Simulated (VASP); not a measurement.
# CrCuO2 (R-3m) in VASP: further runs, part 2 of 2

VASP 6.6.1. The steps go on from the part before.

### 5 Single point, PBE (10.26 Å³/atom)

This run uses another cell than the first one, of 10.26 Å³/atom.

The input, INCAR:

```
SYSTEM = CrCuO2
PREC = Accurate ; ENCUT = 600
EDIFF = 1E-6 ; ISMEAR = 0
SIGMA = 0.05 ; LREAL = .False.
LASPH = .True. ; NELM = 120
ALGO = Normal ; ISIF = 2
LWAVE = .False. ; LCHARG = .False.
GGA = PE ; NBANDS = 26
GGA_COMPAT = .False.
```

The input, KPOINTS:

```
regular mesh
0
Gamma
  14 14 14
  0 0 0
```

The input, POSCAR:

```
CrCuO2
1.0
    1.3875270669      0.8010891256      6.1553741156
   -1.3875270669      0.8010891256      6.1553741156
    0.0000000000     -1.6021782511      6.1553741156
Cr Cu O
1 1 2
Direct
    0.5000000000      0.5000000000      0.5000000000
    0.0000000000      0.0000000000      0.0000000000
    0.1035461417      0.1035461417      0.1035461417
    0.8964538583      0.8964538583      0.8964538583
```

Potentials or basis: VASP PAW PBE potentials, release 64 (Cr_pv, Cu, O).

Launch:

```sh
$ cat potpaw_PBE.64/Cr_pv/POTCAR potpaw_PBE.64/Cu/POTCAR potpaw_PBE.64/O/POTCAR > POTCAR
$ mpirun -np 1 vasp_std > vasp.out
```

OUTCAR:

```text
SYSTEM = CrCuO2
   PREC = Accurate
   ENCUT = 600
   EDIFF = 1E-6
   ISMEAR = 0
   LREAL = .False.
   LASPH = .True.
   NELM = 120
   ISIF = 2
   GGA = PE

 ion  position               nearest neighbor table
   1  0.500  0.500  0.500-   3 1.98   4 1.98   3 1.98   3 1.98   4 1.98   4 1.98
   2  0.000  0.000  0.000-   3 1.91   4 1.91
   3  0.104  0.104  0.104-   2 1.91   1 1.98   1 1.98   1 1.98
   4  0.896  0.896  0.896-   2 1.91   1 1.98   1 1.98   1 1.98

  LATTYP: Found a trigonal (rhomboedric) cell.
 ALAT       =     6.3604721249
 COS(alpha) =     0.9048225169

  Lattice vectors:

 A1 = (   1.3875270669,   0.8010891256,   6.1553741156)
 A2 = (  -1.3875270669,   0.8010891256,   6.1553741156)
 A3 = (   0.0000000000,  -1.6021782511,   6.1553741156)

Analysis of symmetry for initial positions (statically):
=====================================================================
 Subroutine PRICEL returns:
 Original cell was already a primitive cell.

 Routine SETGRP: Setting up the symmetry group for a
 trigonal (rhombohedral) supercell.

[... 168 lines left out ...]

  energy without entropy =      -27.95280874  energy(sigma->0) =      -27.95504597

 E-fermi :   6.8972     XC(G=0): -12.0661

 val. band max:        6.8954616368   @ k =   0.2857   0.2143  -0.0000
 cond. band min:       6.8982916640   @ k =   0.2857   0.2857   0.0714
 fundamental gap:      0.0028300272
 Fermi energy:         6.8972461918

 k-point     1 :       0.0000    0.0000    0.0000
  band No.  band energies     occupation
      1     -36.9918      2.00000
      2     -36.9838      2.00000
      3     -36.9838      2.00000
      4     -13.7678      2.00000
      5     -12.6067      2.00000
      6      -1.8420      2.00000
[... 685 lines left out ...]
     25      16.7656      0.00000
     26      19.4290      0.00000

 [... further k-points ...]

------------------------ aborting loop because EDIFF is reached ----------------------------------------

  FORCE on cell =-STRESS in cart. coord.  units (eV):
  Direction    XX          YY          ZZ          XY          YZ          ZX
  --------------------------------------------------------------------------------------
  -------------------------------------------------------------------------------------
  Total       -1.4180790     -1.4180790     -1.3568831     -0.0000000     -0.0000000      0.0000000
  in kB      -55.3455885    -55.3455885    -52.9572002     -0.0000000     -0.0000000      0.0000000
  external PRESSURE =     -54.5494591 kB  Pullay stress =       0.0000000 kB

 VOLUME and BASIS-vectors are now :
 -----------------------------------------------------------------------------
  energy-cutoff  :      600.00
  volume of cell :       41.05
      direct lattice vectors                 reciprocal lattice vectors
     1.387527067  0.801089126  6.155374116     0.360353331  0.208050092  0.054153221
    -1.387527067  0.801089126  6.155374116    -0.360353331  0.208050092  0.054153221
     0.000000000 -1.602178251  6.155374116     0.000000000 -0.416100185  0.054153221

 POSITION                                       TOTAL-FORCE (eV/Angst)
 -----------------------------------------------------------------------------------
      0.00000      0.00000      9.23306         0.000000      0.000000     -0.000000
      0.00000      0.00000      0.00000        -0.000000      0.000000     -0.000000
      0.00000      0.00000      1.91210        -0.000000     -0.000000     -0.000852
      0.00000      0.00000     16.55403        -0.000000      0.000000      0.000852
 -----------------------------------------------------------------------------------
    total drift:                                0.000000      0.000000      0.000000

  FREE ENERGIE OF THE ION-ELECTRON SYSTEM (eV)
  ---------------------------------------------------
  free  energy   TOTEN  =       -27.9572831936 eV

  energy  without entropy=      -27.9528087432  energy(sigma->0) =      -27.95504597
```

stdout:

```text
POSCAR found type information on POSCAR CrCuO
 POSCAR found :  3 types and       4 ions
 scaLAPACK will be used
 LDA part: xc-table for (Slater+PW92), standard interpolation
 POSCAR, INCAR and KPOINTS ok, starting setup
 FFT: planning ... GRIDC
 FFT: planning ... GRID_SOFT
 FFT: planning ... GRID
 WAVECAR not read
 entering main loop
```

Wall time 38 min (1 thread of Oxide Virtual Turin-like, shared host); peak memory 0.64 GiB.

What came out:

```yaml
Free_energy: -27.9573 eV
Pressure: -5.5 GPa
Band_gap_on_the_k_mesh: zero (an odd number of electrons rules out a gap without spin polarisation)
```

Stress tensor (GPa, compression positive):
```
-5.53  0.00  0.00
 0.00 -5.53  0.00
 0.00  0.00 -5.30
```

Levels at points of the mesh, in eV from the Fermi level:
| k point | band 15 | band 16 | band 17 | band 18 | band 19 | band 20 |
| --- | --- | --- | --- | --- | --- | --- |
| (0.00, 0.00, 0.00) | -2.13 | -2.13 | -1.27 | -0.58 | -0.58 | 1.88 |
| (0.50, 0.00, 0.00) | -1.75 | -1.50 | -0.93 | 0.53 | 0.86 | 2.11 |
| (0.50, 0.50, 0.00) | -1.79 | -1.75 | -0.65 | 0.53 | 0.96 | 2.24 |
| (0.50, 0.50, 0.50) | -1.53 | -1.53 | -0.60 | -0.60 | -0.22 | 2.21 |

Caveat: the cell stands under tension; an odd number of electrons without spin polarisation forces a metal; a magnetic or distorted state may lie lower; the run has no spin polarisation, though such a crystal can be magnetic; semilocal functionals often make such compounds metallic where correlation or magnetic order opens a gap, which also shifts bond lengths.

### 6 Summary

| cell | gap on the mesh (eV) | pressure (GPa) |
| --- | --- | --- |
| a = 6.299 Å, angles 24.5°, 4 atoms, atomic positions A | none | 8.2 |
| a = 6.315 Å, angles 24.7°, 4 atoms, atomic positions B | none | 4.2 |
| a = 6.347 Å, angles 25.0°, 4 atoms, atomic positions C | none | -2.7 |
| a = 6.360 Å, angles 25.2°, 4 atoms, atomic positions D | none | -5.5 |

Alike in all rows: task single point; level PBE; potentials or basis VASP PAW PBE potentials, release 64 (Cr_pv, Cu, O); no spin polarisation; k mesh 14 × 14 × 14; cutoff (eV) 600; smearing gaussian 0.05 eV.

Caveats: an odd number of electrons without spin polarisation forces a metal; a magnetic or distorted state may lie lower; the run has no spin polarisation, though such a crystal can be magnetic; semilocal functionals often make such compounds metallic where correlation or magnetic order opens a gap, which also shifts bond lengths; the cell stands under pressure (at least some runs); the cell stands under tension (at least some runs).

Total energies depend on the potentials used, so only differences within one code and one set of settings carry meaning.
